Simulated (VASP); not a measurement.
# InPd (Pm-3m) in VASP: single point with PBEsol

Aim: the single point of InPd with PBEsol.

Program: VASP 6.6.1. These are calculated values, not measurements. Logs are shortened: lines on timing, memory, paths and dates and some standing lists are left out, and cuts for length are marked.

## (1) The cell of the first run

Symmetry: Pm-3m, No. 221, cubic system. The conventional cell has a = 3.247 Å, b = 3.247 Å, c = 3.247 Å, α = 90.00°, β = 90.00°, γ = 90.00°. In (site symmetry m-3m) has 8 Pd at 2.81 Å and 6 In at 3.25 Å within 3.7 Å. Within 3.7 Å of Pd (site symmetry m-3m) lie 8 In at 2.81 Å and 6 Pd at 3.25 Å.

## (2) Single point, PBEsol

INCAR reads:

```
SYSTEM = InPd
  PREC = Accurate
  ENCUT = 520
  EDIFF = 1E-6
  ISMEAR = -1
  SIGMA = 0.05
  LREAL = .FALSE.
  LASPH = .TRUE.
  NELM = 80
  ALGO = Normal
  ISIF = 2
  LWAVE = .FALSE.
  LCHARG = .TRUE.
  GGA = PS
  LELF = .TRUE.
  LVHAR = .TRUE.
  NBANDS = 18
```

KPOINTS reads:

```
regular mesh
0
G
  13 13 13
  0 0 0
```

POSCAR reads:

```
InPd
1.0
    3.2472724992      0.0000000000      0.0000000000
    0.0000000000      3.2472724992      0.0000000000
    0.0000000000      0.0000000000      3.2472724992
In Pd
1 1
Direct
    0.0000000000      0.0000000000      0.0000000000
    0.5000000000      0.5000000000      0.5000000000
```

Potentials or basis: VASP PAW PBE potentials, release 64 (In_d, Pd).

The run is started by

```
$ cat potpaw_PBE.64/In_d/POTCAR potpaw_PBE.64/Pd/POTCAR > POTCAR
$ mpirun -np 1 vasp_std > vasp.out
```

OUTCAR:

```text
SYSTEM = InPd
   PREC = Accurate
   ENCUT = 520
   EDIFF = 1E-6
   ISMEAR = -1
   LREAL = .FALSE.
   LASPH = .TRUE.
   NELM = 80
   ISIF = 2
   GGA = PS

 ion  position               nearest neighbor table
   1  0.000  0.000  0.000-   2 2.81   2 2.81   2 2.81   2 2.81   2 2.81   2 2.81   2 2.81   2 2.81

   2  0.500  0.500  0.500-   1 2.81   1 2.81   1 2.81   1 2.81   1 2.81   1 2.81   1 2.81   1 2.81

  LATTYP: Found a simple cubic cell.
 ALAT       =     3.2472724992

  Lattice vectors:

 A1 = (   3.2472724992,   0.0000000000,   0.0000000000)
 A2 = (   0.0000000000,   3.2472724992,   0.0000000000)
 A3 = (   0.0000000000,   0.0000000000,   3.2472724992)

Analysis of symmetry for initial positions (statically):
=====================================================================
 Subroutine PRICEL returns:
 Original cell was already a primitive cell.

 Routine SETGRP: Setting up the symmetry group for a
 simple cubic supercell.

 Subroutine GETGRP returns: Found 48 space group operations
 (whereof 48 operations were pure point group operations)
 out of a pool of 48 trial point group operations.

The static configuration has the point symmetry O_h .

Analysis of symmetry for dynamics (positions and initial velocities):
=====================================================================
 Subroutine PRICEL returns:
 Original cell was already a primitive cell.

 Routine SETGRP: Setting up the symmetry group for a
 simple cubic supercell.

 Subroutine GETGRP returns: Found 48 space group operations
 (whereof 48 operations were pure point group operations)
 out of a pool of 48 trial point group operations.

The dynamic configuration has the point symmetry O_h .

 Subroutine INISYM returns: Found 48 space group operations
 (whereof 48 operations are pure point group operations),
 and found     1 'primitive' translations

----------------------------------------------------------------------------------------

                                     Primitive cell

  volume of cell :      34.2418

  direct lattice vectors                    reciprocal lattice vectors
     3.247272499  0.000000000  0.000000000     0.307950750  0.000000000  0.000000000
     0.000000000  3.247272499  0.000000000     0.000000000  0.307950750  0.000000000
     0.000000000  0.000000000  3.247272499     0.000000000  0.000000000  0.307950750

  length of vectors
     3.247272499  3.247272499  3.247272499     0.307950750  0.307950750  0.307950750

  position of ions in fractional coordinates (direct lattice)
     0.000000000  0.000000000  0.000000000
     0.500000000  0.500000000  0.500000000

  ion indices of the primitive-cell ions
   primitive index   ion index
                 1           1
                 2           2

----------------------------------------------------------------------------------------

 KPOINTS: regular mesh

Automatic generation of k-mesh.
 Grid dimensions read from file:
 generate k-points for:   13   13   13

 Generating k-lattice:

  Cartesian coordinates                     Fractional coordinates (reciprocal lattice)
     0.023688519  0.000000000  0.000000000     0.076923077  0.000000000  0.000000000
     0.000000000  0.023688519  0.000000000     0.000000000  0.076923077  0.000000000
     0.000000000  0.000000000  0.023688519     0.000000000  0.000000000  0.076923077

  Length of vectors
     0.023688519  0.023688519  0.023688519

  Shift w.r.t. Gamma in fractional coordinates (k-lattice)
     0.000000000  0.000000000  0.000000000

 Subroutine IBZKPT returns following result:
 ===========================================

 Found     84 irreducible k-points:

 Following reciprocal coordinates:
            Coordinates               Weight
  0.000000  0.000000  0.000000      1.000000
  0.076923  0.000000  0.000000      6.000000
  0.153846  0.000000  0.000000      6.000000
  0.230769  0.000000  0.000000      6.000000
  0.307692  0.000000  0.000000      6.000000
  0.384615  0.000000  0.000000      6.000000
[... 16 lines left out ...]
  0.307692  0.307692  0.000000     12.000000
  0.384615  0.307692  0.000000     24.000000
 [... further k-points ...]
   k-points           NKPTS =     84   k-points in BZ     NKDIM =     84   number of bands    NBANDS=     18
   number of dos      NEDOS =    301   number of ions     NIONS =      2
   total plane-waves  NPLWV =  13824
   dimension x,y,z NGX =    24 NGY =   24 NGZ =   24
   dimension x,y,z NGXF=    48 NGYF=   48 NGZF=   48
   ions per type =               1   1
   NGX,Y,Z   is equivalent  to a cutoff of  12.29, 12.29, 12.29 a.u.
   NGXF,Y,Z  is equivalent  to a cutoff of  24.57, 24.57, 24.57 a.u.
 SYSTEM =  InPd
   PREC   = accura    normal or accurate (medium, high low for compatibility)
   ISTART =      0    job   : 0-new  1-cont  2-samecut
   ICHARG =      2    charge: 1-file 2-atom 10-const
   ISPIN  =      1    spin polarized calculation?
   LNONCOLLINEAR =      F non collinear calculations
   LSORBIT =      F    spin-orbit coupling
   LASPH  =      T    aspherical Exc in radial PAW
   ENCUT  =  520.0 eV  38.22 Ry    6.18 a.u.   6.04  6.04  6.04*2*pi/ulx,y,z
   NELM   =     80;   NELMIN=  2; NELMDL= -5     # of ELM steps
   EDIFF  = 0.1E-05   stopping-criterion for ELM
   LREAL  =      F    real-space projection
   EDIFFG = 0.1E-04   stopping-criterion for IOM
   NSW    =      0    number of steps for IOM
   IBRION =     -1    ionic relax: 0-MD 1-quasi-New 2-CG
   NFREE  =      0    steps in history (QN), initial steepest desc. (CG)
   ISIF   =      2    stress and relaxation
   ISYM   =      2    0-nonsym 1-usesym 2-fastsym
   POTIM  = 0.5000    time-step for ionic-motion
   TEBEG  =    0.0;   TEEND  =   0.0 temperature during run
   PSTRESS=    0.0 pullay stress
   NELECT =      23.0000    total number of electrons
   NUPDOWN=      -1.0000    fix difference up-down
   EMIN   =  10.00;   EMAX   =-10.00  energy-range for DOS
   EFERMI =   0.00;   METHOD = LEGACY
   ISMEAR =    -1;   SIGMA  =   0.05  broadening in eV -4-tet -1-fermi 0-gaus
   EFERMI_NEDOS =   21; number of points for ismear=-14 and -15
   IALGO  =     38    algorithm
   IMIX   =      4    mixing-type and parameters
     AMIX     =   0.40;   BMIX     =  1.00
     AMIX_MAG =   1.60;   BMIX_MAG =  1.00
  volume/ion in A,a.u.               =      17.12       115.54
  Fermi-wavevector in a.u.,A,eV,Ry     =   1.433723  2.709344 27.967630  2.055563
  Thomas-Fermi vector in A             =   2.553210
   LORBIT       =      0    0 simple, 1 ext, 2 COOP (PROOUT), +10 PAW based schemes
   GGA     = PS    functional components
   LHFCALC =     F    Hartree Fock is set to
   AEXX    =    0.0000 exact exchange contribution
   IVDW    =     0    specifies the selected vdW correction
   LEPSILON=     F    determine dielectric tensor
   LRPA    =     F    only Hartree local field effects (RPA)
 non-spin polarized calculation
  energy-cutoff  :      520.00
  volume of cell :       34.24
 maximum number of plane-waves:       938
   NGX = 13   NGY = 13   NGZ = 13

 number of electron      22.9999988 magnetization

 Free energy of the ion-electron system (eV)
  ---------------------------------------------------
  ext. energy  EPLUGINS =         0.00000000
  ---------------------------------------------------
  free energy    TOTEN  =       -10.00311686 eV

  energy without entropy =       -9.99636263  energy(sigma->0) =       -9.99973974

 E-fermi :  10.7317     XC(G=0): -12.5325

 val. band max:       10.7184713956   @ k =   0.3077   0.1538   0.0000
 cond. band min:      10.7525665520   @ k =   0.4615   0.4615   0.4615
 fundamental gap:      0.0340951564
 Fermi energy:        10.7317373478

 k-point     1 :       0.0000    0.0000    0.0000
  band No.  band energies     occupation
      1      -4.2560      2.00000
      2      -4.2560      2.00000
      3      -3.8141      2.00000
      4      -3.8141      2.00000
      5      -3.8141      2.00000
      6       0.3708      2.00000
[... 10 lines left out ...]
     17      21.4179      0.00000
     18      26.7189      0.00000

 k-point     2 :       0.0769    0.0000    0.0000
  band No.  band energies     occupation
      1      -4.2523      2.00000
      2      -4.2343      2.00000
      3      -3.8207      2.00000
      4      -3.8207      2.00000
      5      -3.8121      2.00000
      6       0.4667      2.00000
[... 10 lines left out ...]
     17      21.9538      0.00000
     18      26.5231      0.00000

 k-point     3 :       0.1538    0.0000    0.0000
  band No.  band energies     occupation
      1      -4.2419      2.00000
      2      -4.1742      2.00000
      3      -3.8389      2.00000
      4      -3.8389      2.00000
      5      -3.8063      2.00000
      6       0.7539      2.00000
[... 10 lines left out ...]
     17      23.6638      0.00000
     18      26.0243      0.00000

 k-point     4 :       0.2308    0.0000    0.0000
  band No.  band energies     occupation
      1      -4.2272      2.00000
      2      -4.0900      2.00000
      3      -3.8645      2.00000
      4      -3.8645      2.00000
      5      -3.7983      2.00000
      6       1.2299      2.00000
[... 10 lines left out ...]
     17      25.5233      0.00000
     18      25.9704      0.00000

 k-point     5 :       0.3077    0.0000    0.0000
  band No.  band energies     occupation
      1      -4.2116      2.00000
      2      -4.0010      2.00000
      3      -3.8915      2.00000
      4      -3.8915      2.00000
      5      -3.7897      2.00000
      6       1.8876      2.00000
[... 10 lines left out ...]
     17      24.7923      0.00000
     18      24.7962      0.00000

 k-point     6 :       0.3846    0.0000    0.0000
  band No.  band energies     occupation
      1      -4.1986      2.00000
      2      -3.9277      2.00000
      3      -3.9137      2.00000
      4      -3.9137      2.00000
      5      -3.7826      2.00000
      6       2.7094      2.00000
[... 10 lines left out ...]
     17      23.3041      0.00000
     18      23.3042      0.00000

 k-point     7 :       0.4615    0.0000    0.0000
  band No.  band energies     occupation
      1      -4.1912      2.00000
      2      -3.9262      2.00000
      3      -3.9262      2.00000
      4      -3.8865      2.00000
      5      -3.7786      2.00000
      6       3.6397      2.00000
[... 10 lines left out ...]
     17      21.8810      0.00000
     18      21.8810      0.00000

 k-point     8 :       0.0769    0.0769    0.0000
  band No.  band energies     occupation
      1      -4.2398      2.00000
      2      -4.2214      2.00000
      3      -3.8280      2.00000
      4      -3.8228      2.00000
      5      -3.8151      2.00000
      6       0.5623      2.00000
[... 10 lines left out ...]
     17      22.0022      0.00000
     18      26.2596      0.00000
[... 229 lines left out ...]
     17      24.5711      0.00000
     18      25.7114      0.00000

 k-point    20 :       0.3077    0.2308    0.0000
  band No.  band energies     occupation
      1      -4.1252      2.00000
      2      -3.9952      2.00000
      3      -3.9047      2.00000
      4      -3.8982      2.00000
      5      -3.8570      2.00000
      6       2.6286      2.00000
[... 10 lines left out ...]
     17      24.0024      0.00000
     18      25.0726      0.00000

 k-point    21 :       0.3846    0.2308    0.0000
  band No.  band energies     occupation
      1      -4.1120      2.00000
      2      -4.0315      2.00000
      3      -3.9291      2.00000
      4      -3.8611      2.00000
      5      -3.8264      2.00000
      6       3.3241      2.00000
[... 10 lines left out ...]
     17      23.4364      0.00000
     18      23.7628      0.00000

 k-point    22 :       0.4615    0.2308    0.0000
  band No.  band energies     occupation
      1      -4.1051      2.00000
      2      -4.0519      2.00000
      3      -3.9434      2.00000
      4      -3.8627      2.00000
      5      -3.7852      2.00000
      6       3.9653      2.00000
[... 10 lines left out ...]
     17      22.7302      0.00000
     18      23.1125      0.00000

 k-point    23 :       0.3077    0.3077    0.0000
  band No.  band energies     occupation
      1      -4.1005      2.00000
      2      -4.0484      2.00000
      3      -3.9175      2.00000
      4      -3.8873      2.00000
      5      -3.8212      2.00000
      6       3.1455      2.00000
[... 10 lines left out ...]
     17      23.4975      0.00000
     18      24.7023      0.00000

 k-point    24 :       0.3846    0.3077    0.0000
  band No.  band energies     occupation
      1      -4.0949      2.00000
      2      -4.0825      2.00000
      3      -3.9379      2.00000
      4      -3.9021      2.00000
      5      -3.7516      2.00000
      6       3.7026      2.00000
[... 10 lines left out ...]
     17      22.9978      0.00000
     18      23.9641      0.00000

 [... further k-points ...]
[... 5 lines left out ...]
  --------------------------------------------------------------------------------------
  -------------------------------------------------------------------------------------
  Total        0.0377230      0.0377230      0.0377230      0.0000000     -0.0000000      0.0000000
  in kB        1.7650660      1.7650660      1.7650660      0.0000000     -0.0000000      0.0000000
  external PRESSURE =       1.7650660 kB  Pullay stress =       0.0000000 kB

 VOLUME and BASIS-vectors are now :
 -----------------------------------------------------------------------------
  energy-cutoff  :      520.00
  volume of cell :       34.24
      direct lattice vectors                 reciprocal lattice vectors
     3.247272499  0.000000000  0.000000000     0.307950750  0.000000000  0.000000000
     0.000000000  3.247272499  0.000000000     0.000000000  0.307950750  0.000000000
     0.000000000  0.000000000  3.247272499     0.000000000  0.000000000  0.307950750

 POSITION                                       TOTAL-FORCE (eV/Angst)
 -----------------------------------------------------------------------------------
      0.00000      0.00000      0.00000         0.000000      0.000000      0.000000
      1.62364      1.62364      1.62364         0.000000      0.000000      0.000000
 -----------------------------------------------------------------------------------
    total drift:                                0.000000      0.000000     -0.000000

  FREE ENERGIE OF THE ION-ELECTRON SYSTEM (eV)
  ---------------------------------------------------
  free  energy   TOTEN  =       -10.0031168559 eV

  energy  without entropy=       -9.9963626261  energy(sigma->0) =       -9.99973974
```

Wall time 14 s (1 thread of Intel Xeon Platinum 8488C (Sapphire Rapids), shared host); peak memory 0.17 GiB.

Results:

```
Free energy : -10.0031 eV
Pressure    : 0.2 GPa
```

Caveat: the PAW data sets were made with another functional, which shifts forces and pressure a little; spin-orbit coupling is left out, which moves the levels of the heavy elements.
